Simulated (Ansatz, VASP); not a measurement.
## Two plane-wave programs on C

```
C
1.0
     2.51292    0.00000    0.00000
     0.00000    2.51292    0.00000
     0.00000    0.00000   25.66143
C
13
Direct
  0.00000 0.00000 0.29528
  0.50000 0.00000 0.32588
  0.50000 0.50000 0.36182
  0.00000 0.50000 0.39602
  0.00000 0.00000 0.43077
  0.50000 0.00000 0.46536
  0.50000 0.50000 0.50000
  0.00000 0.50000 0.53464
  0.00000 0.00000 0.56923
  0.50000 0.00000 0.60398
  0.50000 0.50000 0.63818
  0.00000 0.50000 0.67412
  0.00000 0.00000 0.70472
```

Alike in both runs: functional PBEsol; k mesh 11 × 11 × 1; occupations gaussian, width 0.05 eV; no spin polarisation.

Ansatz relaxed the structure, and its values are those at the end. VASP's run is a single point on that final structure, the one shown.

```csv
,VASP,Ansatz
version,VASP 6.6.1,Ansatz 0.2.0
potentials or method,"VASP PAW PBE potentials, release 64 (C), cutoff 520 eV","scalar-relativistic, plane waves, PAW"
valence electrons in the cell,52,52
```

```tsv
	VASP	Ansatz	Ansatz less VASP
gap on the k mesh at the Fermi level (eV)	none	none	-
rms of the force components (eV/Å)	0.014	0.000	-0.0133
```

VASP's potentials were made for PBE, not for PBEsol. A gap of «none» marks a metal or a gap that the smearing closes. Ansatz's warnings: xc potential rough in thin density.
